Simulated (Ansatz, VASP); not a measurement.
# GaAs: VASP beside Ansatz

```
Ga As
1.0
     0.00000    2.80163    2.80163
     2.80163    0.00000    2.80163
     2.80163    2.80163    0.00000
Ga As
1 1
Direct
  0.00000 0.00000 0.00000
  0.25000 0.25000 0.25000
```

Alike in both runs: functional LDA; k mesh 12 × 12 × 12; occupations gaussian, width 0.01 eV; no spin polarisation.

Ansatz relaxed the structure, and its values are those at the end. VASP's run is a single point on that final structure, the one shown.

|  | VASP | Ansatz |
| --- | --- | --- |
| version | VASP 6.6.1 | Ansatz 0.2.0 |
| potentials or method | VASP PAW LDA potentials, release 64 (Ga_d, As), cutoff 500 eV | scalar-relativistic, plane waves, PAW |
| valence electrons in the cell | 18 | 28 |

VASP gave:

```
gap on the k mesh at the Fermi level (eV) : 0.54
least direct gap on the mesh (eV)         : 0.54
pressure (GPa)                            : 0.3
```

Question: What did Ansatz give for the same quantities?

Answer: gap on the k mesh at the Fermi level (eV): 0.49; least direct gap on the mesh (eV): 0.49; pressure (GPa): 0.0.

Ansatz warns that its potentials were made for another functional, while VASP's fit it. LDA's correlation is that of Perdew and Zunger in VASP and of Perdew and Wang (1992) in Ansatz. VASP's potentials hold 18 valence electrons a cell and Ansatz's 28, so a difference there can come from the potentials and not from the codes.
